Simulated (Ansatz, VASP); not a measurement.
## BaTe: VASP beside Ansatz

The input INCAR:

```
PREC = Accurate
ENCUT = 520
EDIFF = 1E-6
ISMEAR = -1
SIGMA = 0.05
LREAL = False
LASPH = True
NELM = 80
ALGO = Normal
ISIF = 2
LWAVE = False
LCHARG = True
GGA = PS
LELF = True
LVHAR = True
NBANDS = 15
```

File KPOINTS:

```
regular mesh
0
Gamma
  10 10 10
```

File POSCAR:

```
BaTe
1.0
    0.0000000000      3.4768797245      3.4768797245
    3.4768797245      0.0000000000      3.4768797245
    3.4768797245      3.4768797245      0.0000000000
Ba Te
1 1
Direct
    0.0000000000      0.0000000000      0.0000000000
    0.5000000000      0.5000000000      0.5000000000
```

Input for Ansatz:

```yaml
crystal:
  lattice:
    - [0.0, 3.4768797245, 3.4768797245]
    - [3.4768797245, 0.0, 3.4768797245]
    - [3.4768797245, 3.4768797245, 0.0]
  atoms:
    - { symbol: Ba, position: [0.0, 0.0, 0.0] }
    - { symbol: Te, position: [0.5, 0.5, 0.5] }
kpoints:
  mp_grid: { grid: [10, 10, 10] }
  band_path:
    path:
      - [0.0, 0.0, 0.0]
      - [0.5, 0.0, 0.5]
      - [0.625, 0.25, 0.625]
      - [0.375, 0.375, 0.75]
      - [0.0, 0.0, 0.0]
      - [0.5, 0.5, 0.5]
      - [0.5, 0.25, 0.75]
      - [0.5, 0.0, 0.5]
    npoints: 5
scf:
  occupations: { method: fermi_dirac, width: 0.05 }
hamiltonian:
  xc: pbesol
  pseudopotentials: { kind: all_electron, lapw: { basis_error: 0.00025 } }
output:
  forces: true
  stress: true
  eigenvalues: true
```

Change from the starting cell: volume scaled by 1.06.

Alike in both runs: task single point; functional PBEsol; k mesh 10 × 10 × 10; occupations fermi-dirac, width 0.05 eV; no spin polarisation.

|  | VASP | Ansatz |
| --- | --- | --- |
| version | VASP 6.6.1 | Ansatz 0.2.0 |
| potentials or method | VASP PAW PBE potentials, release 64 (Ba_sv, Te), cutoff 520 eV | all-electron LAPW, scalar-relativistic |

Ansatz gave:

```
pressure (GPa) : -0.2
```

Estimate VASP's values.

pressure (GPa): 0.2.

VASP's potentials were made for PBE, not for PBEsol. Ansatz ran all-electron here, and VASP with PAW potentials.

Neither program's run includes spin-orbit coupling.
